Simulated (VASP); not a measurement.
# Cu in VASP: single point with PBE

Aim: the single point of Cu with PBE.

Program: VASP 6.6.1. These are calculated values, not measurements. Logs are shortened: lines on timing, memory, paths and dates and some standing lists are left out, and cuts for length are marked.

## (1) The cell of the first run

The cell holds a slab with vacuum, 6 atoms: a = 2.566 Å, b = 3.630 Å, c = 22.416 Å, α = 90.00°, β = 90.00°, γ = 90.00°.

## (2) Single point, PBE

POSCAR

```
Cu
1.0
    2.5664536728      0.0000000000      0.0000000000
    0.0000000000      3.6295135912      0.0000000000
    0.0000000000      0.0000000000     22.4161000000
Cu
6
Direct
    0.2500000000      0.2500000000      0.3568855826
    0.7500000000      0.7500000000      0.4141313496
    0.2500000000      0.2500000000      0.4713771165
    0.7500000000      0.7500000000      0.5286228835
    0.2500000000      0.2500000000      0.5858686504
    0.7500000000      0.7500000000      0.6431144174
```

INCAR.step1

```
SYSTEM = Cu
ALGO     = Normal         ! electronic algorithm
DIPOL    = 0.5 0.5 0.500
EDIFF    = 1E-6           ! SCF threshold, eV
ENCUT    = 520            ! plane-wave cutoff, eV
GGA      = PE             ! functional
IDIPOL   = 3            
ISIF     = 2              ! what is computed and relaxed
ISMEAR   = -1             ! smearing method
LASPH    = .TRUE.         ! aspherical terms in the spheres
LCHARG   = .TRUE.         ! write CHGCAR
LDIPOL   = .TRUE.       
LMAXMIX  = 4              ! l up to which the mixer works
LREAL    = .FALSE.        ! projectors in reciprocal space
LWAVE    = .FALSE.        ! write WAVECAR
NBANDS   = 42             ! bands
NELM     = 60             ! most SCF steps
PREC     = Accurate       ! precision mode
SIGMA    = 0.05           ! smearing width, eV
```

KPOINTS.step1

```
k-points
0
G
  16 11 1
  0 0 0
```

INCAR.step2

```
SYSTEM = Cu
ALGO     = Normal         ! electronic algorithm
DIPOL    = 0.5 0.5 0.500
EDIFF    = 1E-6           ! SCF threshold, eV
ENCUT    = 520            ! plane-wave cutoff, eV
GGA      = PE             ! functional
ICHARG   = 11             ! starting density
IDIPOL   = 3            
ISIF     = 2              ! what is computed and relaxed
ISMEAR   = -5             ! smearing method
LASPH    = .TRUE.         ! aspherical terms in the spheres
LCHARG   = .FALSE.        ! write CHGCAR
LDIPOL   = .TRUE.       
LMAXMIX  = 4              ! l up to which the mixer works
LORBIT   = 10             ! projections on sites
LREAL    = .FALSE.        ! projectors in reciprocal space
LWAVE    = .FALSE.        ! write WAVECAR
NEDOS    = 2001           ! points of the DOS
NELM     = 60             ! most SCF steps
PREC     = Accurate       ! precision mode
SIGMA    = 0.05           ! smearing width, eV
```

KPOINTS.step2

```
k-points
0
G
  24 17 1
  0 0 0
```

Potentials or basis: VASP PAW PBE potentials, release 64 (Cu).

Run with:

```sh
$ cat potpaw_PBE.64/Cu/POTCAR > POTCAR
$ cp INCAR.step1 INCAR
$ cp KPOINTS.step1 KPOINTS
$ mpirun -np 1 vasp_std > vasp.out
$ cp INCAR.step2 INCAR
$ cp KPOINTS.step2 KPOINTS
$ mpirun -np 1 vasp_std > vasp.out
```

OUTCAR:

```text
SYSTEM = Cu
   EDIFF = 1E-6
   ENCUT = 520
   GGA = PE
   ICHARG = 11
   ISIF = 2
   ISMEAR = -5
   LASPH = .TRUE.
   LORBIT = 10
   LREAL = .FALSE.
   NELM = 60
   PREC = Accurate

 ion  position               nearest neighbor table
   1  0.250  0.250  0.357-   3 2.57   2 2.57   2 2.57   2 2.57   2 2.57
   2  0.750  0.750  0.414-   3 2.57   3 2.57   3 2.57   3 2.57   4 2.57   1 2.57   1 2.57   1 2.57
                             1 2.57
   3  0.250  0.250  0.471-   2 2.57   2 2.57   2 2.57   2 2.57   5 2.57   1 2.57   4 2.57   4 2.57
                             4 2.57   4 2.57
   4  0.750  0.750  0.529-   5 2.57   5 2.57   5 2.57   5 2.57   6 2.57   2 2.57   3 2.57   3 2.57
                             3 2.57   3 2.57
   5  0.250  0.250  0.586-   4 2.57   4 2.57   4 2.57   4 2.57   3 2.57   6 2.57   6 2.57   6 2.57
                             6 2.57
   6  0.750  0.750  0.643-   4 2.57   5 2.57   5 2.57   5 2.57   5 2.57

  LATTYP: Found a simple orthorhombic cell.
 ALAT       =     2.5664536728
 B/A-ratio  =     1.4142135623
 C/A-ratio  =     8.7342702647

  Lattice vectors:

 A1 = (   2.5664536728,   0.0000000000,   0.0000000000)
 A2 = (   0.0000000000,   3.6295135912,   0.0000000000)
 A3 = (   0.0000000000,   0.0000000000,  22.4161000000)

Analysis of symmetry for initial positions (statically):
=====================================================================
 Subroutine PRICEL returns:
 Original cell was already a primitive cell.

 Routine SETGRP: Setting up the symmetry group for a
 simple orthorhombic supercell.

 Subroutine GETGRP returns: Found  8 space group operations
 (whereof  2 operations were pure point group operations)
 out of a pool of  8 trial point group operations.

The static configuration has the point symmetry S_2 .
 The point group associated with its full space group is D_2h.

Analysis of symmetry for dynamics (positions and initial velocities):
=====================================================================
 Subroutine PRICEL returns:
 Original cell was already a primitive cell.

 Routine SETGRP: Setting up the symmetry group for a
 simple orthorhombic supercell.

 Subroutine GETGRP returns: Found  8 space group operations
 (whereof  2 operations were pure point group operations)
 out of a pool of  8 trial point group operations.

The dynamic configuration has the point symmetry S_2 .
 The point group associated with its full space group is D_2h.

 Subroutine INISYM returns: Found  8 space group operations
 (whereof  2 operations are pure point group operations),
 and found     1 'primitive' translations

----------------------------------------------------------------------------------------

                                     Primitive cell

  volume of cell :     208.8055

  direct lattice vectors                    reciprocal lattice vectors
     2.566453673  0.000000000  0.000000000     0.389642724  0.000000000  0.000000000
     0.000000000  3.629513591  0.000000000     0.000000000  0.275519012  0.000000000
     0.000000000  0.000000000 22.416100000     0.000000000  0.000000000  0.044610793

  length of vectors
     2.566453673  3.629513591 22.416100000     0.389642724  0.275519012  0.044610793

  position of ions in fractional coordinates (direct lattice)
     0.250000000  0.250000000  0.356885583
     0.750000000  0.750000000  0.414131350
     0.250000000  0.250000000  0.471377117
     0.750000000  0.750000000  0.528622883
     0.250000000  0.250000000  0.585868650
     0.750000000  0.750000000  0.643114417

  ion indices of the primitive-cell ions
   primitive index   ion index
                 1           1
                 2           2
                 3           3
                 4           4
                 5           5
                 6           6

----------------------------------------------------------------------------------------

 KPOINTS: k-points

Automatic generation of k-mesh.
 Grid dimensions read from file:
 generate k-points for:   24   17    1

 Generating k-lattice:

  Cartesian coordinates                     Fractional coordinates (reciprocal lattice)
     0.016235113  0.000000000  0.000000000     0.041666667  0.000000000  0.000000000
     0.000000000  0.016207001  0.000000000     0.000000000  0.058823529  0.000000000
     0.000000000  0.000000000  0.044610793     0.000000000  0.000000000  1.000000000

  Length of vectors
     0.016235113  0.016207001  0.044610793

  Shift w.r.t. Gamma in fractional coordinates (k-lattice)
     0.000000000  0.000000000  0.000000000

 TETIRR: Found   1188 inequivalent tetrahedra from     2448

 Subroutine IBZKPT returns following result:
 ===========================================

 Found    117 irreducible k-points:

 Following reciprocal coordinates:
            Coordinates               Weight
  0.000000  0.000000  0.000000      1.000000
  0.041667  0.000000  0.000000      2.000000
  0.083333  0.000000  0.000000      2.000000
  0.125000  0.000000  0.000000      2.000000
  0.166667  0.000000  0.000000      2.000000
  0.208333  0.000000  0.000000      2.000000
[... 16 lines left out ...]
  0.375000  0.058824  0.000000      4.000000
  0.416667  0.058824  0.000000      4.000000
 [... further k-points ...]
   k-points           NKPTS =    117   k-points in BZ     NKDIM =    117   number of bands    NBANDS=     39
   number of dos      NEDOS =   2001   number of ions     NIONS =      6
   total plane-waves  NPLWV =  94080
   dimension x,y,z NGX =    20 NGY =   28 NGZ =  168
   dimension x,y,z NGXF=    40 NGYF=   56 NGZF=  336
   ions per type =               6
   NGX,Y,Z   is equivalent  to a cutoff of  12.96, 12.83, 12.46 a.u.
   NGXF,Y,Z  is equivalent  to a cutoff of  25.91, 25.65, 24.92 a.u.
 SYSTEM =  Cu
   PREC   = accura    normal or accurate (medium, high low for compatibility)
   ISTART =      0    job   : 0-new  1-cont  2-samecut
   ICHARG =     11    charge: 1-file 2-atom 10-const
   ISPIN  =      1    spin polarized calculation?
   LNONCOLLINEAR =      F non collinear calculations
   LSORBIT =      F    spin-orbit coupling
   LASPH  =      T    aspherical Exc in radial PAW
   ENCUT  =  520.0 eV  38.22 Ry    6.18 a.u.   4.77  6.75 41.68*2*pi/ulx,y,z
   NELM   =     60;   NELMIN=  2; NELMDL=  0     # of ELM steps
   EDIFF  = 0.1E-05   stopping-criterion for ELM
   LREAL  =      F    real-space projection
   EDIFFG = 0.1E-04   stopping-criterion for IOM
   NSW    =      0    number of steps for IOM
   IBRION =     -1    ionic relax: 0-MD 1-quasi-New 2-CG
   NFREE  =      0    steps in history (QN), initial steepest desc. (CG)
   ISIF   =      2    stress and relaxation
   ISYM   =      2    0-nonsym 1-usesym 2-fastsym
   POTIM  = 0.5000    time-step for ionic-motion
   TEBEG  =    0.0;   TEEND  =   0.0 temperature during run
   PSTRESS=    0.0 pullay stress
   NELECT =      66.0000    total number of electrons
   NUPDOWN=      -1.0000    fix difference up-down
   EMIN   =  10.00;   EMAX   =-10.00  energy-range for DOS
   EFERMI =   0.00;   METHOD = LEGACY
   ISMEAR =    -5;   SIGMA  =   0.05  broadening in eV -4-tet -1-fermi 0-gaus
   EFERMI_NEDOS =   21; number of points for ismear=-14 and -15
   IALGO  =     38    algorithm
   IMIX   =      4    mixing-type and parameters
     AMIX     =   0.40;   BMIX     =  1.00
     AMIX_MAG =   1.60;   BMIX_MAG =  1.00
  volume/ion in A,a.u.               =      34.80       234.85
  Fermi-wavevector in a.u.,A,eV,Ry     =   1.115173  2.107371 16.920347  1.243610
  Thomas-Fermi vector in A             =   2.251775
   LORBIT       =     10    0 simple, 1 ext, 2 COOP (PROOUT), +10 PAW based schemes
   GGA     = PE    functional components
   LHFCALC =     F    Hartree Fock is set to
   AEXX    =    0.0000 exact exchange contribution
   IVDW    =     0    specifies the selected vdW correction
   LEPSILON=     F    determine dielectric tensor
   LRPA    =     F    only Hartree local field effects (RPA)
 non-spin polarized calculation
 Fermi weights with tetrahedron method with Bloechl corrections
  energy-cutoff  :      520.00
  volume of cell :      208.81
 maximum number of plane-waves:      5658
 NGX is ok and might be reduce to    20

 number of electron      65.9999942 magnetization

 dipolmoment           0.000000      0.000000     -0.000000 electrons x Angstroem

 Free energy of the ion-electron system (eV)
  ---------------------------------------------------
  ext. energy  EPLUGINS =         0.00000000
  ---------------------------------------------------
  free energy    TOTEN  =       -20.52077407 eV

  energy without entropy =      -20.52077407  energy(sigma->0) =      -20.52077407

 E-fermi :  -0.2954     XC(G=0):  -5.2639

 val. band max:       -0.2037257401   @ k =   0.5000   0.3529   0.0000
 cond. band min:      -0.2911632889   @ k =   0.4167   0.4706   0.0000
 fundamental gap:     -0.0874375488
 Fermi energy:        -0.2953703590

 k-point     1 :       0.0000    0.0000    0.0000
  band No.  band energies     occupation
      1      -8.9678      2.00000
      2      -7.4218      2.00000
      3      -5.4763      2.00000
      4      -4.8136      2.00000
      5      -4.4780      2.00000
      6      -4.2483      2.00000
[... 31 lines left out ...]
     38       3.9266      0.00000
     39       4.3508      0.00000

 k-point     2 :       0.0417    0.0000    0.0000
  band No.  band energies     occupation
      1      -8.9264      2.00000
      2      -7.3828      2.00000
      3      -5.4452      2.00000
      4      -4.7966      2.00000
      5      -4.4629      2.00000
      6      -4.2297      2.00000
[... 31 lines left out ...]
     38       3.9662      0.00000
     39       4.4103      0.00000

 k-point     3 :       0.0833    0.0000    0.0000
  band No.  band energies     occupation
      1      -8.8028      2.00000
      2      -7.2669      2.00000
      3      -5.3558      2.00000
      4      -4.7476      2.00000
      5      -4.4190      2.00000
      6      -4.1777      2.00000
[... 832 lines left out ...]
 k-point    23 :       0.3750    0.0588    0.0000
  band No.  band energies     occupation
      1      -6.0064      2.00000
      2      -5.1832      2.00000
      3      -4.7589      2.00000
      4      -4.3708      2.00000
      5      -4.3334      2.00000
      6      -4.3128      2.00000
[... 31 lines left out ...]
     38       5.2496      0.00000
     39       6.4114      0.00000

 k-point    24 :       0.4167    0.0588    0.0000
  band No.  band energies     occupation
      1      -5.5110      2.00000
      2      -5.0197      2.00000
      3      -4.7784      2.00000
      4      -4.4193      2.00000
      5      -4.3888      2.00000
      6      -4.3469      2.00000
[... 31 lines left out ...]
     38       4.8880      0.00000
     39       7.2263      0.00000

 [... further k-points ...]

------------------------ aborting loop because EDIFF is reached ----------------------------------------

 vacuum level on the upper side and lower side of the slab       (xc-potential included)        -0.113        -0.113

  FORCE on cell =-STRESS in cart. coord.  units (eV):
  Direction    XX          YY          ZZ          XY          YZ          ZX
  --------------------------------------------------------------------------------------
  -------------------------------------------------------------------------------------
  Total       -1.3750668     -1.8481823     -0.4865365      0.0000000      0.0000000      0.0000000
  in kB      -10.5509723    -14.1812162     -3.7332245      0.0000000      0.0000000      0.0000000
  external PRESSURE =      -9.4884710 kB  Pullay stress =       0.0000000 kB

 VOLUME and BASIS-vectors are now :
 -----------------------------------------------------------------------------
  energy-cutoff  :      520.00
  volume of cell :      208.81
      direct lattice vectors                 reciprocal lattice vectors
     2.566453673  0.000000000  0.000000000     0.389642724  0.000000000  0.000000000
     0.000000000  3.629513591  0.000000000     0.000000000  0.275519012  0.000000000
     0.000000000  0.000000000 22.416100000     0.000000000  0.000000000  0.044610793

 POSITION                                       TOTAL-FORCE (eV/Angst)
 -----------------------------------------------------------------------------------
      0.64161      0.90738      7.99998         0.000000      0.000000      0.380239
      1.92484      2.72214      9.28321        -0.000000     -0.000000     -0.390461
      0.64161      0.90738     10.56644        -0.000000      0.000000     -0.017570
      1.92484      2.72214     11.84966         0.000000      0.000000      0.017570
      0.64161      0.90738     13.13289         0.000000     -0.000000      0.390461
      1.92484      2.72214     14.41612        -0.000000      0.000000     -0.380239
 -----------------------------------------------------------------------------------
    total drift:                                0.000000      0.000000     -0.000000

  FREE ENERGIE OF THE ION-ELECTRON SYSTEM (eV)
  ---------------------------------------------------
  free  energy   TOTEN  =       -20.5207740737 eV

  energy  without entropy=      -20.5207740737  energy(sigma->0) =      -20.52077407

 vacuum level on the upper side and lower side of the slab         3.985         3.985

 total charge

# of ion       s       p       d       tot
------------------------------------------
    1        0.435   0.217   9.222   9.874
    2        0.442   0.345   9.174   9.961
    3        0.440   0.368   9.177   9.985
    4        0.440   0.368   9.177   9.985
    5        0.442   0.345   9.174   9.961
    6        0.435   0.217   9.222   9.874
--------------------------------------------------
tot          2.633   1.860  55.146  59.640
```

Wall time 28 min (1 thread of Oxide Virtual Turin-like, shared host); peak memory 0.71 GiB.

What came out:

```
Valence electrons inside the program's atomic spheres : Cu 9.87, 9.96, 9.98 (each value once)
```
